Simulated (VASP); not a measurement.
# Tl (Im-3m) in VASP: single point with b88 exchange, pbe correlation

Aim: the single point of Tl with b88 exchange, pbe correlation.

All numbers are computed with VASP 6.6.1; they aren't measurements. Logs are shortened: lines on timing, memory, paths and dates and some standing lists are left out, and cuts for length are marked.

### 1 The cell of the first run

Symmetry: Im-3m, No. 229, cubic system. Conventional cell: a = 3.912 Å, b = 3.912 Å, c = 3.912 Å, α = 90.00°, β = 90.00°, γ = 90.00°. Tl (site symmetry m-3m) has 14 Tl at 3.39 to 3.91 Å within 4.5 Å.

This isn't the form of Tl at room conditions, which is hcp.

### 2 Single point, b88 exchange, pbe correlation

INCAR reads:

```
SYSTEM = Tl
ALGO = Normal
EDIFF = 1E-6
ENCUT = 500
GGA = LIBXC
GGA_COMPAT = .False.
ISIF = 2
ISMEAR = -5
LASPH = .True.
LCHARG = .False.
LIBXC1 = GGA_X_B88
LIBXC2 = GGA_C_PBE
LREAL = .False.
LWAVE = .False.
NBANDS = 12
NELM = 120
PREC = Accurate
SIGMA = 0.1
```

KPOINTS reads:

```
k-points
0
Gamma
  10 10 10
  0 0 0
```

POSCAR reads:

```
Tl
1.0
   -1.9559951735      1.9559951735      1.9559951735
    1.9559951735     -1.9559951735      1.9559951735
    1.9559951735      1.9559951735     -1.9559951735
Tl
1
Direct
    0.0000000000      0.0000000000      0.0000000000
```

Potentials or basis: VASP PAW PBE potentials, release 64 (Tl_d).

The run is started by

```console
$ cat potpaw_PBE.64/Tl_d/POTCAR > POTCAR
$ mpirun -np 1 vasp_std > vasp.out
```

OUTCAR:

```text
SYSTEM = Tl
   EDIFF = 1E-6
   ENCUT = 500
   GGA = LIBXC
   ISIF = 2
   ISMEAR = -5
   LASPH = .True.
   LREAL = .False.
   NELM = 120
   PREC = Accurate

 ion  position               nearest neighbor table
   1  0.000  0.000  0.000-

  LATTYP: Found a body centered cubic cell.
 ALAT       =     3.9119903470

  Lattice vectors:

 A1 = (  -1.9559951735,   1.9559951735,   1.9559951735)
 A2 = (   1.9559951735,  -1.9559951735,   1.9559951735)
 A3 = (   1.9559951735,   1.9559951735,  -1.9559951735)

Analysis of symmetry for initial positions (statically):
=====================================================================
 Subroutine PRICEL returns:
 Original cell was already a primitive cell.

 Routine SETGRP: Setting up the symmetry group for a
 body centered cubic supercell.

 Subroutine GETGRP returns: Found 48 space group operations
 (whereof 48 operations were pure point group operations)
 out of a pool of 48 trial point group operations.

The static configuration has the point symmetry O_h .

Analysis of symmetry for dynamics (positions and initial velocities):
=====================================================================
 Subroutine PRICEL returns:
 Original cell was already a primitive cell.

 Routine SETGRP: Setting up the symmetry group for a
 body centered cubic supercell.

 Subroutine GETGRP returns: Found 48 space group operations
 (whereof 48 operations were pure point group operations)
 out of a pool of 48 trial point group operations.

The dynamic configuration has the point symmetry O_h .

 Subroutine INISYM returns: Found 48 space group operations
 (whereof 48 operations are pure point group operations),
 and found     1 'primitive' translations

----------------------------------------------------------------------------------------

                                     Primitive cell

  volume of cell :      29.9339

  direct lattice vectors                    reciprocal lattice vectors
    -1.955995174  1.955995174  1.955995174     0.000000000  0.255624353  0.255624353
     1.955995174 -1.955995174  1.955995174     0.255624353  0.000000000  0.255624353
     1.955995174  1.955995174 -1.955995174     0.255624353  0.255624353  0.000000000

  length of vectors
     3.387883020  3.387883020  3.387883020     0.361507426  0.361507426  0.361507426

  position of ions in fractional coordinates (direct lattice)
     0.000000000  0.000000000  0.000000000

  ion indices of the primitive-cell ions
   primitive index   ion index
                 1           1

----------------------------------------------------------------------------------------

 KPOINTS: k-points

Automatic generation of k-mesh.
 Grid dimensions read from file:
 generate k-points for:   10   10   10

 Generating k-lattice:

  Cartesian coordinates                     Fractional coordinates (reciprocal lattice)
     0.000000000  0.025562435  0.025562435     0.100000000  0.000000000  0.000000000
     0.025562435  0.000000000  0.025562435     0.000000000  0.100000000  0.000000000
     0.025562435  0.025562435  0.000000000     0.000000000  0.000000000  0.100000000

  Length of vectors
     0.036150743  0.036150743  0.036150743

  Shift w.r.t. Gamma in fractional coordinates (k-lattice)
     0.000000000  0.000000000  0.000000000

 TETIRR: Found   1064 inequivalent tetrahedra from     6000

 Subroutine IBZKPT returns following result:
 ===========================================

 Found     47 irreducible k-points:

 Following reciprocal coordinates:
            Coordinates               Weight
  0.000000  0.000000  0.000000      1.000000
  0.100000  0.000000  0.000000     12.000000
  0.200000  0.000000  0.000000     12.000000
  0.300000  0.000000  0.000000     12.000000
  0.400000  0.000000  0.000000     12.000000
  0.500000  0.000000  0.000000      6.000000
[... 16 lines left out ...]
  0.300000  0.300000  0.100000      8.000000
 -0.300000  0.300000  0.100000     24.000000
 [... further k-points ...]
   k-points           NKPTS =     47   k-points in BZ     NKDIM =     47   number of bands    NBANDS=     12
   number of dos      NEDOS =    301   number of ions     NIONS =      1
   total plane-waves  NPLWV =  21952
   dimension x,y,z NGX =    28 NGY =   28 NGZ =   28
   dimension x,y,z NGXF=    56 NGYF=   56 NGZF=   56
   ions per type =               1
   NGX,Y,Z   is equivalent  to a cutoff of  13.74, 13.74, 13.74 a.u.
   NGXF,Y,Z  is equivalent  to a cutoff of  27.48, 27.48, 27.48 a.u.
 SYSTEM =  Tl
   PREC   = accura    normal or accurate (medium, high low for compatibility)
   ISTART =      0    job   : 0-new  1-cont  2-samecut
   ICHARG =      2    charge: 1-file 2-atom 10-const
   ISPIN  =      1    spin polarized calculation?
   LNONCOLLINEAR =      F non collinear calculations
   LSORBIT =      F    spin-orbit coupling
   LASPH  =      T    aspherical Exc in radial PAW
   ENCUT  =  500.0 eV  36.75 Ry    6.06 a.u.   6.18  6.18  6.18*2*pi/ulx,y,z
   NELM   =    120;   NELMIN=  2; NELMDL= -5     # of ELM steps
   EDIFF  = 0.1E-05   stopping-criterion for ELM
   LREAL  =      F    real-space projection
   EDIFFG = 0.1E-04   stopping-criterion for IOM
   NSW    =      0    number of steps for IOM
   IBRION =     -1    ionic relax: 0-MD 1-quasi-New 2-CG
   NFREE  =      0    steps in history (QN), initial steepest desc. (CG)
   ISIF   =      2    stress and relaxation
   ISYM   =      2    0-nonsym 1-usesym 2-fastsym
   POTIM  = 0.5000    time-step for ionic-motion
   TEBEG  =    0.0;   TEEND  =   0.0 temperature during run
   PSTRESS=    0.0 pullay stress
   NELECT =      13.0000    total number of electrons
   NUPDOWN=      -1.0000    fix difference up-down
   EMIN   =  10.00;   EMAX   =-10.00  energy-range for DOS
   EFERMI =   0.00;   METHOD = LEGACY
   ISMEAR =    -5;   SIGMA  =   0.10  broadening in eV -4-tet -1-fermi 0-gaus
   EFERMI_NEDOS =   21; number of points for ismear=-14 and -15
   IALGO  =     38    algorithm
   IMIX   =      4    mixing-type and parameters
     AMIX     =   0.40;   BMIX     =  1.00
     AMIX_MAG =   1.60;   BMIX_MAG =  1.00
  volume/ion in A,a.u.               =      29.93       202.00
  Fermi-wavevector in a.u.,A,eV,Ry     =   1.239752  2.342792 20.911953  1.536985
  Thomas-Fermi vector in A             =   2.374222
   LORBIT       =      0    0 simple, 1 ext, 2 COOP (PROOUT), +10 PAW based schemes
   GGA     = LIBXC    functional components
   LHFCALC =     F    Hartree Fock is set to
   AEXX    =    0.0000 exact exchange contribution
   IVDW    =     0    specifies the selected vdW correction
   LEPSILON=     F    determine dielectric tensor
   LRPA    =     F    only Hartree local field effects (RPA)
 non-spin polarized calculation
 Fermi weights with tetrahedron method with Bloechl corrections
  energy-cutoff  :      500.00
  volume of cell :       29.93
 maximum number of plane-waves:       771
 NGX is ok and might be reduce to    28
   NGX = 13   NGY = 13   NGZ = 13

 number of electron      13.0000004 magnetization

 Free energy of the ion-electron system (eV)
  ---------------------------------------------------
  ext. energy  EPLUGINS =         0.00000000
  ---------------------------------------------------
  free energy    TOTEN  =        -2.11390613 eV

  energy without entropy =       -2.11390613  energy(sigma->0) =       -2.11390613

 E-fermi :   6.0910     XC(G=0):  -9.9985

 val. band max:        6.1794913243   @ k =  -0.4000  -0.4000   0.2000
 cond. band min:       5.9511020560   @ k =   0.3000   0.3000   0.1000
 fundamental gap:     -0.2283892683
 Fermi energy:         6.0909591909

 k-point     1 :       0.0000    0.0000    0.0000
  band No.  band energies     occupation
      1      -5.5693      2.00000
      2      -5.5693      2.00000
      3      -5.5693      2.00000
      4      -5.1827      2.00000
      5      -5.1827      2.00000
      6      -3.6916      2.00000
      7      16.3837      0.00000
      8      16.3837      0.00000
      9      16.3837      0.00000
     10      18.3215      0.00000
     11      18.3215      0.00000
     12      18.3215      0.00000

 k-point     2 :       0.1000    0.0000    0.0000
  band No.  band energies     occupation
      1      -5.5850      2.00000
      2      -5.5584      2.00000
      3      -5.5124      2.00000
      4      -5.1994      2.00000
      5      -5.1829      2.00000
      6      -3.4733      2.00000
      7      14.3409      0.00000
      8      15.6420      0.00000
      9      15.9453      0.00000
     10      17.5872      0.00000
     11      18.1065      0.00000
     12      18.2934      0.00000

 k-point     3 :       0.2000    0.0000    0.0000
  band No.  band energies     occupation
      1      -5.6259      2.00000
      2      -5.5556      2.00000
      3      -5.3596      2.00000
      4      -5.2309      2.00000
      5      -5.1834      2.00000
      6      -2.8022      2.00000
      7      11.0280      0.00000
      8      14.2182      0.00000
      9      14.9185      0.00000
     10      16.7813      0.00000
     11      17.7015      0.00000
     12      18.8390      0.00000
[... 286 lines left out ...]
 k-point    23 :       0.3000    0.3000    0.1000
  band No.  band energies     occupation
      1      -5.6515      2.00000
      2      -5.3616      2.00000
      3      -5.3616      2.00000
      4      -5.1740      2.00000
      5      -5.1740      2.00000
      6       1.6436      2.00000
      7       5.9511      1.99349
      8       5.9511      0.02753
      9       9.8611      0.00000
     10      21.7221      0.00000
     11      21.7221      0.00000
     12      22.3000      0.00000

 k-point    24 :      -0.3000    0.3000    0.1000
  band No.  band energies     occupation
      1      -5.6151      2.00000
      2      -5.5571      2.00000
      3      -5.2896      2.00000
      4      -5.2053      2.00000
      5      -5.1709      2.00000
      6      -1.4664      2.00000
      7       8.0220     -0.08236
      8      12.1761      0.00000
      9      13.0265      0.00000
     10      16.8840      0.00000
     11      18.1394      0.00000
     12      18.2905      0.00000

 [... further k-points ...]

------------------------ aborting loop because EDIFF is reached ----------------------------------------

  FORCE on cell =-STRESS in cart. coord.  units (eV):
  Direction    XX          YY          ZZ          XY          YZ          ZX
  --------------------------------------------------------------------------------------
  -------------------------------------------------------------------------------------
  Total        0.2245408      0.2245408      0.2245408      0.0000000      0.0000000      0.0000000
  in kB       12.0182847     12.0182847     12.0182847      0.0000000      0.0000000      0.0000000
  external PRESSURE =      12.0182847 kB  Pullay stress =       0.0000000 kB

 VOLUME and BASIS-vectors are now :
 -----------------------------------------------------------------------------
  energy-cutoff  :      500.00
  volume of cell :       29.93
      direct lattice vectors                 reciprocal lattice vectors
    -1.955995174  1.955995174  1.955995174     0.000000000  0.255624353  0.255624353
     1.955995174 -1.955995174  1.955995174     0.255624353  0.000000000  0.255624353
     1.955995174  1.955995174 -1.955995174     0.255624353  0.255624353  0.000000000

 POSITION                                       TOTAL-FORCE (eV/Angst)
 -----------------------------------------------------------------------------------
      0.00000      0.00000      0.00000         0.000000      0.000000     -0.000000
 -----------------------------------------------------------------------------------
    total drift:                                0.000000     -0.000000     -0.000000

  FREE ENERGIE OF THE ION-ELECTRON SYSTEM (eV)
  ---------------------------------------------------
  free  energy   TOTEN  =        -2.1139061252 eV

  energy  without entropy=       -2.1139061252  energy(sigma->0) =       -2.11390613
```

Wall time 17 s (1 thread of Intel Xeon Platinum 8259CL at 2.50GHz (Skylake/Cascade Lake), shared host); peak memory 0.16 GiB.

Results:

```
Free energy            : -2.1139 eV
Pressure               : 1.2 GPa
Band gap on the k mesh : zero (an odd number of electrons rules out a gap without spin polarisation)
```

Caveat: the PAW data sets were made with another functional, which shifts forces and pressure a little; spin-orbit coupling is left out, which moves the levels of the heavy elements; tetrahedron occupations give inexact forces and stress in metals.
